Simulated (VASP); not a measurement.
# Bi (P-1) in VASP: single point with PBE

Aim: the single point of Bi with PBE.

Everything below comes from runs of VASP 6.6.1. Logs are shortened: lines on timing, memory, paths and dates and some standing lists are left out, and cuts for length are marked.

## 1. The cell of the first run

The typed cell holds 2 atoms: a = 4.674 Å, b = 4.775 Å, c = 4.790 Å, α = 57.30°, β = 56.87°, γ = 57.51°.

## 2. Single point, PBE (equal xy, yz and zx shear strains of -2 %)

The input, INCAR:

```
PREC     = Accurate       # precision mode
ENCUT    = 520            # plane-wave cutoff, eV
EDIFF    = 1E-6           # SCF threshold, eV
ISMEAR   = -1             # smearing method
SIGMA    = 0.03           # smearing width, eV
LREAL    = False          # projectors in reciprocal space
LASPH    = True           # aspherical terms in the spheres
NELM     = 80             # most SCF steps
ALGO     = Normal         # electronic algorithm
ISIF     = 2              # what is computed and relaxed
LWAVE    = False          # write WAVECAR
LCHARG   = False          # write CHGCAR
GGA      = PE             # functional
NBANDS   = 22             # bands
```

The input, KPOINTS:

```
Automatic mesh
0
Gamma
  11 11 11
```

The input, POSCAR:

```
Bi
1.0
    2.2203365086      1.2500469794      3.9181468334
   -2.3256628482      1.2955069730      3.9636068270
   -0.0132936605     -2.6641739523      3.9802463395
Bi
2
Direct
    0.2338900000      0.2338900000      0.2338900000
    0.7661100000      0.7661100000      0.7661100000
```

Potentials or basis: VASP PAW PBE potentials, release 64 (Bi_d).

Command:

```
> cat potpaw_PBE.64/Bi_d/POTCAR > POTCAR
> mpirun -np 1 vasp_std > vasp.out
```

OUTCAR:

```text
PREC = Accurate
   ENCUT = 520
   EDIFF = 1E-6
   ISMEAR = -1
   LREAL = False
   LASPH = True
   NELM = 80
   ISIF = 2
   GGA = PE

 ion  position               nearest neighbor table
   1  0.234  0.234  0.234-   2 3.04   2 3.08   2 3.09   2 3.49   2 3.53   2 3.56
   2  0.766  0.766  0.766-   1 3.04   1 3.08   1 3.09   1 3.49   1 3.53   1 3.56

  LATTYP: Found a triclinic cell.
 ALAT       =     7.9422417171
 B/A-ratio  =     0.5773502692
 C/A-ratio  =     0.5884733818
 COS(alpha) =     0.0116485874
 COS(beta)  =     0.2723122627
 COS(gamma) =     0.8709151563

  Lattice vectors:

 A1 = (  -6.8583685445,   4.0051409189,   0.0288204811)
 A2 = (  -2.3123691877,   3.9596809253,  -0.0166395125)
 A3 = (  -2.2203365086,  -1.2500469794,  -3.9181468334)

Analysis of symmetry for initial positions (statically):
=====================================================================
 Subroutine PRICEL returns:
 Original cell was already a primitive cell.

 Routine SETGRP: Setting up the symmetry group for a
 triclinic supercell.

 Subroutine GETGRP returns: Found  2 space group operations
 (whereof  2 operations were pure point group operations)
 out of a pool of  2 trial point group operations.

The static configuration has the point symmetry S_2 .

Analysis of symmetry for dynamics (positions and initial velocities):
=====================================================================
 Subroutine PRICEL returns:
 Original cell was already a primitive cell.

 Routine SETGRP: Setting up the symmetry group for a
 triclinic supercell.

 Subroutine GETGRP returns: Found  2 space group operations
 (whereof  2 operations were pure point group operations)
 out of a pool of  2 trial point group operations.

The dynamic configuration has the point symmetry S_2 .

 Subroutine INISYM returns: Found  2 space group operations
 (whereof  2 operations are pure point group operations),
 and found     1 'primitive' translations

----------------------------------------------------------------------------------------

                                     Primitive cell

  volume of cell :      70.7449

  direct lattice vectors                    reciprocal lattice vectors
     2.220336509  1.250046979  3.918146833     0.222152904  0.130101620  0.087825361
    -2.325662848  1.295506973  3.963606827    -0.217883261  0.125656810  0.083380551
    -0.013293661 -2.664173952  3.980246339    -0.001714496 -0.253203283  0.081753638

  length of vectors
     4.673797842  4.774643974  4.789609639     0.272014041  0.264981255  0.266079874

  position of ions in fractional coordinates (direct lattice)
     0.233890000  0.233890000  0.233890000
     0.766110000  0.766110000  0.766110000

  ion indices of the primitive-cell ions
   primitive index   ion index
                 1           1
                 2           2

----------------------------------------------------------------------------------------

 KPOINTS: Automatic mesh

Automatic generation of k-mesh.
 Grid dimensions read from file:
 generate k-points for:   11   11   11

 Generating k-lattice:

  Cartesian coordinates                     Fractional coordinates (reciprocal lattice)
     0.020195719  0.011827420  0.007984124     0.090909091  0.000000000 -0.000000000
    -0.019807569  0.011423346  0.007580050    -0.000000000  0.090909091 -0.000000000
    -0.000155863 -0.023018480  0.007432149     0.000000000  0.000000000  0.090909091

  Length of vectors
     0.024728549  0.024089205  0.024189079

  Shift w.r.t. Gamma in fractional coordinates (k-lattice)
     0.000000000  0.000000000  0.000000000

 Subroutine IBZKPT returns following result:
 ===========================================

 Found    666 irreducible k-points:

 Following reciprocal coordinates:
            Coordinates               Weight
  0.000000  0.000000  0.000000      1.000000
  0.090909  0.000000 -0.000000      2.000000
  0.181818  0.000000  0.000000      2.000000
  0.272727  0.000000 -0.000000      2.000000
  0.363636  0.000000 -0.000000      2.000000
  0.454545  0.000000 -0.000000      2.000000
[... 16 lines left out ...]
  0.454545  0.181818 -0.000000      2.000000
 -0.454545  0.181818  0.000000      2.000000
 [... further k-points ...]
   k-points           NKPTS =    666   k-points in BZ     NKDIM =    666   number of bands    NBANDS=     22
   number of dos      NEDOS =    301   number of ions     NIONS =      2
   total plane-waves  NPLWV =  46656
   dimension x,y,z NGX =    36 NGY =   36 NGZ =   36
   dimension x,y,z NGXF=    72 NGYF=   72 NGZF=   72
   ions per type =               2
   NGX,Y,Z   is equivalent  to a cutoff of  12.81, 12.53, 12.50 a.u.
   NGXF,Y,Z  is equivalent  to a cutoff of  25.61, 25.07, 24.99 a.u.
 SYSTEM =  unknown system
   PREC   = accura    normal or accurate (medium, high low for compatibility)
   ISTART =      0    job   : 0-new  1-cont  2-samecut
   ICHARG =      2    charge: 1-file 2-atom 10-const
   ISPIN  =      1    spin polarized calculation?
   LNONCOLLINEAR =      F non collinear calculations
   LSORBIT =      F    spin-orbit coupling
   LASPH  =      T    aspherical Exc in radial PAW
   ENCUT  =  520.0 eV  38.22 Ry    6.18 a.u.   8.69  8.88  8.91*2*pi/ulx,y,z
   NELM   =     80;   NELMIN=  2; NELMDL= -5     # of ELM steps
   EDIFF  = 0.1E-05   stopping-criterion for ELM
   LREAL  =      F    real-space projection
   EDIFFG = 0.1E-04   stopping-criterion for IOM
   NSW    =      0    number of steps for IOM
   IBRION =     -1    ionic relax: 0-MD 1-quasi-New 2-CG
   NFREE  =      0    steps in history (QN), initial steepest desc. (CG)
   ISIF   =      2    stress and relaxation
   ISYM   =      2    0-nonsym 1-usesym 2-fastsym
   POTIM  = 0.5000    time-step for ionic-motion
   TEBEG  =    0.0;   TEEND  =   0.0 temperature during run
   PSTRESS=    0.0 pullay stress
   NELECT =      30.0000    total number of electrons
   NUPDOWN=      -1.0000    fix difference up-down
   EMIN   =  10.00;   EMAX   =-10.00  energy-range for DOS
   EFERMI =   0.00;   METHOD = LEGACY
   ISMEAR =    -1;   SIGMA  =   0.03  broadening in eV -4-tet -1-fermi 0-gaus
   EFERMI_NEDOS =   21; number of points for ismear=-14 and -15
   IALGO  =     38    algorithm
   IMIX   =      4    mixing-type and parameters
     AMIX     =   0.40;   BMIX     =  1.00
     AMIX_MAG =   1.60;   BMIX_MAG =  1.00
  volume/ion in A,a.u.               =      35.37       238.70
  Fermi-wavevector in a.u.,A,eV,Ry     =   1.229939  2.324248 20.582218  1.512750
  Thomas-Fermi vector in A             =   2.364807
   LORBIT       =      0    0 simple, 1 ext, 2 COOP (PROOUT), +10 PAW based schemes
   GGA     = PE    functional components
   LHFCALC =     F    Hartree Fock is set to
   AEXX    =    0.0000 exact exchange contribution
   IVDW    =     0    specifies the selected vdW correction
   LEPSILON=     F    determine dielectric tensor
   LRPA    =     F    only Hartree local field effects (RPA)
 non-spin polarized calculation
  energy-cutoff  :      520.00
  volume of cell :       70.74
 maximum number of plane-waves:      1933
   NGX = 17   NGY = 17   NGZ = 17

 number of electron      30.0000003 magnetization

 Free energy of the ion-electron system (eV)
  ---------------------------------------------------
  ext. energy  EPLUGINS =         0.00000000
  ---------------------------------------------------
  free energy    TOTEN  =        -7.75354679 eV

  energy without entropy =       -7.75293188  energy(sigma->0) =       -7.75323934

 E-fermi :   6.2689     XC(G=0):  -9.5049

 val. band max:        6.2629983972   @ k =   0.1818   0.1818   0.3636
 cond. band min:       6.2717900845   @ k =  -0.0000   0.4545  -0.0000
 fundamental gap:      0.0087916873
 Fermi energy:         6.2688738084

 k-point     1 :       0.0000    0.0000    0.0000
  band No.  band energies     occupation
      1     -16.6529      2.00000
      2     -16.6352      2.00000
      3     -16.4978      2.00000
      4     -16.4938      2.00000
      5     -16.4777      2.00000
      6     -16.3145      2.00000
[... 14 lines left out ...]
     21      12.2494      0.00000
     22      12.3403      0.00000

 k-point     2 :       0.0909    0.0000   -0.0000
  band No.  band energies     occupation
      1     -16.6465      2.00000
      2     -16.6281      2.00000
      3     -16.4937      2.00000
      4     -16.4908      2.00000
      5     -16.4736      2.00000
      6     -16.3183      2.00000
[... 14 lines left out ...]
     21      12.0317      0.00000
     22      13.0520      0.00000

 k-point     3 :       0.1818    0.0000    0.0000
  band No.  band energies     occupation
      1     -16.6283      2.00000
      2     -16.6070      2.00000
      3     -16.4858      2.00000
      4     -16.4788      2.00000
      5     -16.4613      2.00000
      6     -16.3301      2.00000
[... 14 lines left out ...]
     21      12.3836      0.00000
     22      14.4806      0.00000

 k-point     4 :       0.2727    0.0000   -0.0000
  band No.  band energies     occupation
      1     -16.6018      2.00000
      2     -16.5734      2.00000
      3     -16.4763      2.00000
      4     -16.4587      2.00000
      5     -16.4421      2.00000
      6     -16.3504      2.00000
[... 14 lines left out ...]
     21      13.0869      0.00000
     22      16.0945      0.00000

 k-point     5 :       0.3636    0.0000   -0.0000
  band No.  band energies     occupation
      1     -16.5735      2.00000
      2     -16.5302      2.00000
      3     -16.4667      2.00000
      4     -16.4346      2.00000
      5     -16.4190      2.00000
      6     -16.3781      2.00000
[... 417 lines left out ...]
 k-point    22 :       0.3636    0.1818   -0.0000
  band No.  band energies     occupation
      1     -16.6053      2.00000
      2     -16.5304      2.00000
      3     -16.4771      2.00000
      4     -16.4486      2.00000
      5     -16.4206      2.00000
      6     -16.3699      2.00000
[... 14 lines left out ...]
     21      14.7456      0.00000
     22      15.4738      0.00000

 k-point    23 :       0.4545    0.1818   -0.0000
  band No.  band energies     occupation
      1     -16.5841      2.00000
      2     -16.5039      2.00000
      3     -16.4584      2.00000
      4     -16.4448      2.00000
      5     -16.4048      2.00000
      6     -16.3864      2.00000
[... 14 lines left out ...]
     21      15.5434      0.00000
     22      15.9570      0.00000

 k-point    24 :      -0.4545    0.1818    0.0000
  band No.  band energies     occupation
      1     -16.5752      2.00000
      2     -16.4807      2.00000
      3     -16.4515      2.00000
      4     -16.4290      2.00000
      5     -16.4161      2.00000
      6     -16.3836      2.00000
[... 14 lines left out ...]
     21      14.8456      0.00000
     22      16.2700      0.00000

 [... further k-points ...]

------------------------ aborting loop because EDIFF is reached ----------------------------------------

  FORCE on cell =-STRESS in cart. coord.  units (eV):
  Direction    XX          YY          ZZ          XY          YZ          ZX
  --------------------------------------------------------------------------------------
  -------------------------------------------------------------------------------------
  Total        0.5333368      0.9858318      0.8110606      0.0631159      0.4176103      0.1835013
  in kB       12.0786179     22.3263918     18.3683026      1.4294029      9.4577296      4.1558026
  external PRESSURE =      17.5911041 kB  Pullay stress =       0.0000000 kB

 VOLUME and BASIS-vectors are now :
 -----------------------------------------------------------------------------
  energy-cutoff  :      520.00
  volume of cell :       70.74
      direct lattice vectors                 reciprocal lattice vectors
     2.220336509  1.250046979  3.918146833     0.222152904  0.130101620  0.087825361
    -2.325662848  1.295506973  3.963606827    -0.217883261  0.125656810  0.083380551
    -0.013293661 -2.664173952  3.980246339    -0.001714496 -0.253203283  0.081753638

 POSITION                                       TOTAL-FORCE (eV/Angst)
 -----------------------------------------------------------------------------------
     -0.02774     -0.02774      2.77440         0.057162      0.123080      0.197045
     -0.09088     -0.09088      9.08760        -0.057162     -0.123080     -0.197045
 -----------------------------------------------------------------------------------
    total drift:                                0.000000     -0.000000      0.000000

  FREE ENERGIE OF THE ION-ELECTRON SYSTEM (eV)
  ---------------------------------------------------
  free  energy   TOTEN  =        -7.7535467937 eV

  energy  without entropy=       -7.7529318765  energy(sigma->0) =       -7.75323934
```

It took 20 min on 1 thread of Oxide Virtual Turin-like, shared host; peak memory 0.8 GiB.

Results:

```
Free energy            : -7.7535 eV
Pressure               : 1.8 GPa
Largest force          : 0.239 eV/Å
Band gap on the k mesh : zero (bands 15 and 16 overlap by 0.19 eV)
```

Forces in eV/Å, atoms in the order of the input:
```
Bi   0.057  0.123  0.197
Bi  -0.057 -0.123 -0.197
```

Stress tensor (GPa, compression positive):
```
1.21 0.14 0.42
0.14 2.23 0.95
0.42 0.95 1.84
```

Caveat: the cell differs from its parent crystal (equal xy, yz and zx shear strains of -2 %); spin-orbit coupling is left out, which moves the levels of the heavy elements.
